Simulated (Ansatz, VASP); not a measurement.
# One calculation of SbAs, two programs

```
Sb As
1.0
     1.99924    1.15426    3.58809
    -1.99924    1.15426    3.58809
     0.00000   -2.30852    3.58809
Sb As
1 1
Direct
  0.50000 0.50000 0.50000
  0.00000 0.00000 0.00000
```

Change from the starting cell: volume scaled by 0.98.

Alike in both runs: task single point; functional PBEsol; k mesh 11 × 11 × 11; occupations fermi-dirac, width 0.05 eV; no spin polarisation.

|  | VASP | Ansatz |
| --- | --- | --- |
| version | VASP 6.6.1 | Ansatz 0.2.0 |
| potentials or method | VASP PAW PBE potentials, release 64 (Sb, As), cutoff 520 eV | all-electron LAPW, scalar-relativistic |

|  | VASP | Ansatz | Ansatz less VASP |
| --- | --- | --- | --- |
| pressure (GPa) | -2.8 | -2.8 | -0.08 |
| traceless stress, the component that is largest in VASP (GPa) | -2.57 | -2.60 | -0.021 |

VASP's potentials were made for PBE, not for PBEsol. Ansatz ran all-electron here, and VASP with PAW potentials.

Spin-orbit coupling is off throughout.
